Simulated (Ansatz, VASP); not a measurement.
**S: VASP beside Ansatz**

```xyz
8
Lattice="6.0785 0.0000 0.0000 0.0000 6.0785 0.0000 0.0000 0.0000 6.0785" Properties=species:S:1:pos:R:3 pbc="T T T"
S     3.0393    3.0393    3.0393
S     0.0000    0.0000    0.0000
S     1.5196    0.0000    3.0393
S     3.0393    1.5196    0.0000
S     3.0393    4.5589    0.0000
S     4.5589    0.0000    3.0393
S     0.0000    3.0393    4.5589
S     0.0000    3.0393    1.5196
```

Alike in both runs: task relaxation of cell and atoms; functional r2SCAN; k mesh 4 × 4 × 4; occupations gaussian, width 0.1 eV; no spin polarisation.

|  | VASP | Ansatz |
| --- | --- | --- |
| version | VASP 6.6.1 | Ansatz 0.2.0 |
| potentials or method | VASP PAW PBE potentials, release 64 (S), cutoff 600 eV | scalar-relativistic, plane waves, PAW |
| valence electrons in the cell | 48 | 48 |

```tsv
	VASP	Ansatz	Ansatz less VASP
gap on the k mesh at the Fermi level, each at its own relaxed structure (eV)	none	none	-
relaxed volume (Å³/atom)	16.40	16.39	-0.005
relaxed length of the cell vector where the two differ most in proportion (Å)	5.081	5.080	-0.0006
```

VASP's potentials were made for PBE, not for r2SCAN. A gap of «none» marks a metal or a gap that the smearing closes.

Noted on VASP's run: the volume moved by over 15 % at a fixed basis, so the end points are rough; too few bands were computed for a metal, which touches its energy and stress.
